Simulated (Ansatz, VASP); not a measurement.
# Mg3TiN3: VASP beside Ansatz

```
Mg Ti N
1.0
     7.18965    0.00000    0.00000
    -3.59483    6.22642    0.00000
     0.00000    0.00000    4.31948
Mg Ti N
6 2 6
Direct
  0.15995 0.32075 0.75000
  0.67925 0.83920 0.75000
  0.16080 0.84005 0.75000
  0.83920 0.15995 0.25000
  0.32075 0.16080 0.25000
  0.84005 0.67925 0.25000
  0.66667 0.33333 0.75000
  0.33333 0.66667 0.25000
  0.36232 0.18163 0.75000
  0.81837 0.18069 0.75000
  0.81931 0.63768 0.75000
  0.18069 0.36232 0.25000
  0.63768 0.81837 0.25000
  0.18163 0.81931 0.25000
```

Alike in both runs: functional PBE; k mesh 2 × 2 × 3; occupations gaussian, width 0.15 eV; collinear spin.

Ansatz relaxed the structure, and its values are those at the end. VASP's run is a single point on that final structure, the one shown.

|  | VASP | Ansatz |
| --- | --- | --- |
| version | VASP 6.6.1 | Ansatz 0.2.0 |
| potentials or method | VASP PAW PBE potentials, release 64 (Mg_sv, Ti_sv, N), cutoff 840 eV | scalar-relativistic, plane waves, PAW |
| valence electrons in the cell | 114 | 114 |

```csv
,VASP,Ansatz,Ansatz less VASP
gap on the k mesh at the Fermi level (eV),none,none,-
pressure (GPa),0.0,0.0,-0.02
rms of the force components (eV/Å),0.009,0.000,-0.0083
net moment per atom (μB),0.05,0.05,0.000
size of the moment on the site where the two differ most (μB),0.13,0.08,-0.047
```

Site moments also hang on the region over which each program counts them. A gap of «none» marks a metal or a gap that the smearing closes. With one functional, cell and mesh, what is left measures potentials, basis and numerics.

The k mesh is coarse, so the values compare programs but aren't converged.
